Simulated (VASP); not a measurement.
# AlN (P6_3/mmc) in VASP: notebook, part 2 of 2

VASP 6.6.1. Earlier steps stand in the parts before.

## Step 3: Single point, r2SCAN

The input, POSCAR:

```
AlN
1.0
    2.8328531113      0.0000000000      0.0000000000
   -1.4164265556      2.4533227596      0.0000000000
    0.0000000000      0.0000000000      4.8410108371
Al N
2 2
Direct
    0.0000000000      0.0000000000      0.0000000000
    0.0000000000      0.0000000000      0.5000000000
    0.3333333333      0.6666666667      0.2500000000
    0.6666666667      0.3333333333      0.7500000000
```

The input, INCAR.step1:

```
  PREC = Accurate
  ENCUT = 660
  ISMEAR = 0
  SIGMA = 0.01
  LREAL = False
  LASPH = True
  NELM = 120
  NBANDS = 16
  GGA = PE
  ALGO = Normal
  EDIFF = 1E-5
  LWAVE = True
  LCHARG = False
  GGA_COMPAT = False
```

The input, INCAR.step2:

```
  PREC = Accurate
  ENCUT = 660
  EDIFF = 1E-6
  ISMEAR = 0
  SIGMA = 0.01
  LREAL = False
  LASPH = True
  NELM = 120
  ALGO = Normal
  ISIF = 2
  LWAVE = False
  LCHARG = False
  METAGGA = R2SCAN
  LMIXTAU = True
  NBANDS = 16
  ISTART = 1
  GGA_COMPAT = False
```

The input, KPOINTS:

```
regular mesh
0
Gamma
  6 6 4
```

Potentials or basis: VASP PAW PBE potentials, release 64 (Al, N).

Launch:

```console
> cat potpaw_PBE.64/Al/POTCAR potpaw_PBE.64/N/POTCAR > POTCAR
> cp INCAR.step1 INCAR
> mpirun -np 1 vasp_std > vasp.out
> cp INCAR.step2 INCAR
> mpirun -np 1 vasp_std > vasp.out
```

OUTCAR:

```text
PREC = Accurate
   ENCUT = 660
   EDIFF = 1E-6
   ISMEAR = 0
   LREAL = False
   LASPH = True
   NELM = 120
   ISIF = 2
   METAGGA = R2SCAN
   ISTART = 1

 ion  position               nearest neighbor table
   1  0.000  0.000  0.000-   3 2.03   4 2.03   3 2.03   4 2.03   4 2.03   3 2.03   2 2.42   2 2.42

   2  0.000  0.000  0.500-   3 2.03   4 2.03   3 2.03   4 2.03   4 2.03   3 2.03   1 2.42   1 2.42

   3  0.333  0.667  0.250-   1 2.03   2 2.03   1 2.03   2 2.03   1 2.03   2 2.03
   4  0.667  0.333  0.750-   1 2.03   2 2.03   1 2.03   2 2.03   1 2.03   2 2.03

  LATTYP: Found a hexagonal cell.
 ALAT       =     2.8328531113
 C/A-ratio  =     1.7088816987

  Lattice vectors:

 A1 = (   2.8328531113,   0.0000000000,   0.0000000000)
 A2 = (  -1.4164265556,   2.4533227596,   0.0000000000)
 A3 = (   0.0000000000,   0.0000000000,   4.8410108371)

Analysis of symmetry for initial positions (statically):
=====================================================================
 Subroutine PRICEL returns:
 Original cell was already a primitive cell.

 Routine SETGRP: Setting up the symmetry group for a
 hexagonal supercell.

 Subroutine GETGRP returns: Found 24 space group operations
 (whereof 12 operations were pure point group operations)
 out of a pool of 24 trial point group operations.

The static configuration has the point symmetry D_3d.
 The point group associated with its full space group is D_6h.

Analysis of symmetry for dynamics (positions and initial velocities):
=====================================================================
 Subroutine PRICEL returns:
 Original cell was already a primitive cell.

 Routine SETGRP: Setting up the symmetry group for a
 hexagonal supercell.

 Subroutine GETGRP returns: Found 24 space group operations
 (whereof 12 operations were pure point group operations)
 out of a pool of 24 trial point group operations.

The dynamic configuration has the point symmetry D_3d.
 The point group associated with its full space group is D_6h.

 Subroutine INISYM returns: Found 24 space group operations
 (whereof 12 operations are pure point group operations),
 and found     1 'primitive' translations

----------------------------------------------------------------------------------------

                                     Primitive cell

  volume of cell :      33.6446

  direct lattice vectors                    reciprocal lattice vectors
     2.832853111  0.000000000  0.000000000     0.353001007  0.203805226  0.000000000
    -1.416426556  2.453322760  0.000000000     0.000000000  0.407610452  0.000000000
     0.000000000  0.000000000  4.841010837     0.000000000  0.000000000  0.206568428

  length of vectors
     2.832853111  2.832853111  4.841010837     0.407610452  0.407610452  0.206568428

  position of ions in fractional coordinates (direct lattice)
     0.000000000  0.000000000  0.000000000
     0.000000000  0.000000000  0.500000000
     0.333333333  0.666666667  0.250000000
     0.666666667  0.333333333  0.750000000

  ion indices of the primitive-cell ions
   primitive index   ion index
                 1           1
                 2           2
                 3           3
                 4           4

----------------------------------------------------------------------------------------

 KPOINTS: regular mesh

Automatic generation of k-mesh.
 Grid dimensions read from file:
 generate k-points for:    6    6    4

 Generating k-lattice:

  Cartesian coordinates                     Fractional coordinates (reciprocal lattice)
     0.058833501  0.033967538  0.000000000     0.166666667 -0.000000000  0.000000000
     0.000000000  0.067935075  0.000000000     0.000000000  0.166666667  0.000000000
     0.000000000  0.000000000  0.051642107     0.000000000  0.000000000  0.250000000

  Length of vectors
     0.067935075  0.067935075  0.051642107

  Shift w.r.t. Gamma in fractional coordinates (k-lattice)
     0.000000000  0.000000000  0.000000000

 Subroutine IBZKPT returns following result:
 ===========================================

 Found     21 irreducible k-points:

 Following reciprocal coordinates:
            Coordinates               Weight
  0.000000  0.000000  0.000000      1.000000
  0.166667  0.000000  0.000000      6.000000
  0.333333 -0.000000  0.000000      6.000000
  0.500000  0.000000  0.000000      3.000000
  0.166667  0.166667  0.000000      6.000000
  0.333333  0.166667  0.000000     12.000000
[... 13 lines left out ...]
  0.333333  0.166667  0.500000     12.000000
  0.333333  0.333333  0.500000      2.000000
   k-points           NKPTS =     21   k-points in BZ     NKDIM =     21   number of bands    NBANDS=     16
   number of dos      NEDOS =    301   number of ions     NIONS =      4
   total plane-waves  NPLWV =  24192
   dimension x,y,z NGX =    24 NGY =   24 NGZ =   42
   dimension x,y,z NGXF=    48 NGYF=   48 NGZF=   84
   ions per type =               2   2
   NGX,Y,Z   is equivalent  to a cutoff of  14.08, 14.08, 14.42 a.u.
   NGXF,Y,Z  is equivalent  to a cutoff of  28.17, 28.17, 28.85 a.u.
 SYSTEM =  unknown system
   PREC   = accura    normal or accurate (medium, high low for compatibility)
   ISTART =      1    job   : 0-new  1-cont  2-samecut
   ICHARG =      0    charge: 1-file 2-atom 10-const
   ISPIN  =      1    spin polarized calculation?
   LNONCOLLINEAR =      F non collinear calculations
   LSORBIT =      F    spin-orbit coupling
   LASPH  =      T    aspherical Exc in radial PAW
   ENCUT  =  660.0 eV  48.51 Ry    6.96 a.u.   5.93  5.93 10.14*2*pi/ulx,y,z
   NELM   =    120;   NELMIN=  2; NELMDL=  0     # of ELM steps
   EDIFF  = 0.1E-05   stopping-criterion for ELM
   LREAL  =      F    real-space projection
[... 7 lines left out ...]
   TEBEG  =    0.0;   TEEND  =   0.0 temperature during run
   PSTRESS=    0.0 pullay stress
   NELECT =      16.0000    total number of electrons
   NUPDOWN=      -1.0000    fix difference up-down
   EMIN   =  10.00;   EMAX   =-10.00  energy-range for DOS
   EFERMI =   0.00;   METHOD = LEGACY
   ISMEAR =     0;   SIGMA  =   0.01  broadening in eV -4-tet -1-fermi 0-gaus
   EFERMI_NEDOS =   21; number of points for ismear=-14 and -15
   IALGO  =     38    algorithm
   IMIX   =      4    mixing-type and parameters
     AMIX     =   0.40;   BMIX     =  1.00
     AMIX_MAG =   1.60;   BMIX_MAG =  1.00
  volume/ion in A,a.u.               =       8.41        56.76
  Fermi-wavevector in a.u.,A,eV,Ry     =   1.277840  2.414768 22.216622  1.632876
  Thomas-Fermi vector in A             =   2.410417
   LORBIT       =      0    0 simple, 1 ext, 2 COOP (PROOUT), +10 PAW based schemes
   METAGGA = R2SCAN    functional components
   LHFCALC =     F    Hartree Fock is set to
   AEXX    =    0.0000 exact exchange contribution
   IVDW    =     0    specifies the selected vdW correction
   LEPSILON=     F    determine dielectric tensor
   LRPA    =     F    only Hartree local field effects (RPA)
 non-spin polarized calculation
 Gauss-broadening in eV      SIGMA  =   0.01
  energy-cutoff  :      660.00
  volume of cell :       33.64
 maximum number of plane-waves:      1317
 NGX is ok and might be reduce to    24
   NGX = 11   NGY = 11   NGZ = 21

 number of electron      15.9999999 magnetization

 Free energy of the ion-electron system (eV)
  ---------------------------------------------------
  ext. energy  EPLUGINS =         0.00000000
  ---------------------------------------------------
  free energy    TOTEN  =       -37.10130696 eV

  energy without entropy =      -37.10130696  energy(sigma->0) =      -37.10130696

 E-fermi :   9.7188     XC(G=0): -12.7755

 val. band max:        9.6215847488   @ k =   0.0000   0.0000   0.0000
 cond. band min:      15.3999106048   @ k =   0.5000   0.0000   0.2500
 fundamental gap:      5.7783258560
 Fermi energy:         9.7187869794

 k-point     1 :       0.0000    0.0000    0.0000
  band No.  band energies     occupation
      1      -8.7577      2.00000
      2      -5.8584      2.00000
      3       0.8706      2.00000
      4       8.6968      2.00000
      5       8.6968      2.00000
      6       9.0416      2.00000
[... 376 lines left out ...]
      3       3.1918      2.00000
      4       3.1918      2.00000
      5       3.3154      2.00000
      6       3.3154      2.00000
[... 8 lines left out ...]
     15      23.0603      0.00000
     16      23.0603      0.00000

------------------------ aborting loop because EDIFF is reached ----------------------------------------

  FORCE on cell =-STRESS in cart. coord.  units (eV):
  Direction    XX          YY          ZZ          XY          YZ          ZX
  --------------------------------------------------------------------------------------
  -------------------------------------------------------------------------------------
  Total       -0.1231666     -0.1231666     -0.1817637     -0.0000000     -0.0000000      0.0000000
  in kB       -5.8652793     -5.8652793     -8.6557156     -0.0000000     -0.0000000      0.0000000
  external PRESSURE =      -6.7954247 kB  Pullay stress =       0.0000000 kB

 VOLUME and BASIS-vectors are now :
 -----------------------------------------------------------------------------
  energy-cutoff  :      660.00
  volume of cell :       33.64
      direct lattice vectors                 reciprocal lattice vectors
     2.832853111  0.000000000  0.000000000     0.353001007  0.203805226  0.000000000
    -1.416426556  2.453322760  0.000000000     0.000000000  0.407610452  0.000000000
     0.000000000  0.000000000  4.841010837     0.000000000  0.000000000  0.206568428

 POSITION                                       TOTAL-FORCE (eV/Angst)
 -----------------------------------------------------------------------------------
      0.00000      0.00000      0.00000         0.000000      0.000000      0.000000
      0.00000      0.00000      2.42051         0.000000      0.000000      0.000000
     -0.00000      1.63555      1.21025        -0.000000      0.000000      0.000000
      1.41643      0.81777      3.63076         0.000000     -0.000000      0.000000
 -----------------------------------------------------------------------------------
    total drift:                               -0.000000      0.000000     -0.000000

  FREE ENERGIE OF THE ION-ELECTRON SYSTEM (eV)
  ---------------------------------------------------
  free  energy   TOTEN  =       -37.1013069609 eV

  energy  without entropy=      -37.1013069609  energy(sigma->0) =      -37.10130696
```

It took 37 s on 1 thread of AMD EPYC 9R45 (Zen 5), shared host; peak memory 0.14 GiB.

What came out:

| Item | Value |
| --- | --- |
| Free energy | -37.1013 eV |
| Pressure | -0.7 GPa |
| Band gap on the k mesh | 5.78 eV, indirect (least direct gap 5.96 eV) |

Caveat: the k points lie up to 0.43 Å⁻¹ apart; the PAW data sets were made with another functional, which shifts forces and pressure a little.

## Step 4: Single point, HSE06

POSCAR is that of step 3.

The input, INCAR.step1:

```
SYSTEM = AlN
PREC = Accurate ; ENCUT = 520
EDIFF = 1E-5 ; ISMEAR = 0
SIGMA = 0.01 ; LREAL = .FALSE.
LASPH = .TRUE. ; NELM = 120
ALGO = Normal ; ISIF = 2
LWAVE = .TRUE. ; GGA = PE
NBANDS = 16 ; GGA_COMPAT = .FALSE.
```

The input, INCAR.step2:

```
SYSTEM = AlN
PREC = Accurate ; ENCUT = 520
EDIFF = 1E-6 ; ISMEAR = 0
SIGMA = 0.01 ; LREAL = .FALSE.
LASPH = .TRUE. ; NELM = 120
ALGO = Normal ; ISIF = 2
LWAVE = .FALSE. ; LCHARG = .TRUE.
GGA = PE ; LHFCALC = .TRUE.
HFSCREEN = 0.2079 ; PRECFOCK = Normal
LELF = .TRUE. ; LVHAR = .TRUE.
ISTART = 1 ; NBANDS = 16
GGA_COMPAT = .FALSE.
```

The input, KPOINTS:

```
Automatic mesh
0
G
  6 6 4
  0 0 0
```

Launch:

```console
> cat potpaw_PBE.64/Al/POTCAR potpaw_PBE.64/N/POTCAR > POTCAR
> cp INCAR.step1 INCAR
> mpirun -np 1 vasp_std > vasp.out
> cp INCAR.step2 INCAR
> mpirun -np 1 vasp_std > vasp.out
```

Run time: 11 min. Hardware: 1 thread of AMD EPYC 9R45 (Zen 5), shared host; peak memory 0.23 GiB.

Results (log left out):

| Property | Result |
| --- | --- |
| Free energy | -33.5710 eV |
| Pressure | -1.7 GPa |
| Band gap on the k mesh | 6.37 eV, indirect (least direct gap 6.68 eV) |

Stress tensor (GPa, compression positive):
```
-1.93  0.00  0.00
 0.00 -1.93  0.00
 0.00  0.00 -1.14
```

Levels at points of the mesh, in eV from the valence-band top:
| k point | band 5 | band 6 | band 7 | band 8 | band 9 | band 10 | band 11 | band 12 |
| --- | --- | --- | --- | --- | --- | --- | --- | --- |
| (0.00, 0.00, 0.00) | -0.92 | -0.54 | 0.00 | 0.00 | 6.68 | 7.81 | 10.58 | 14.12 |
| (0.50, 0.00, 0.00) | -5.43 | -3.21 | -2.80 | -1.18 | 6.71 | 7.84 | 8.09 | 12.43 |
| (0.00, 0.00, 0.50) | -0.47 | -0.47 | -0.47 | -0.47 | 8.17 | 8.17 | 12.27 | 12.27 |
| (0.50, 0.00, 0.50) | -2.85 | -2.85 | -2.08 | -2.08 | 7.05 | 7.05 | 8.56 | 8.56 |

Caveat: the k points lie up to 0.43 Å⁻¹ apart; the PAW data sets were made with another functional, which shifts forces and pressure a little. A k mesh can miss the band edges.

## Step 5: Summary

| level | potentials or basis | cutoff (eV) | grid for exact exchange (PRECFOCK) | screening parameter | gap on the mesh (eV) | pressure (GPa) |
| --- | --- | --- | --- | --- | --- | --- |
| LDA | VASP PAW LDA potentials, release 64 (Al, N) | 600 | - | - | 4.90 | -4.8 |
| r2SCAN | VASP PAW PBE potentials, release 64 (Al, N) | 660 | - | - | 5.78 | -0.7 |
| HSE06 | VASP PAW PBE potentials, release 64 (Al, N) | 520 | Normal | 0.2079 1/Å | 6.37 | -1.7 |

Alike in all rows: task single point; no spin polarisation; cell as given; k mesh 6 × 6 × 4; smearing gaussian 0.01 eV.

Caveats: all runs use coarse meshes; the PAW data sets were made with another functional, which shifts forces and pressure a little (some runs).

Total energies depend on the potentials used, so only differences within one code and one set of settings carry meaning.
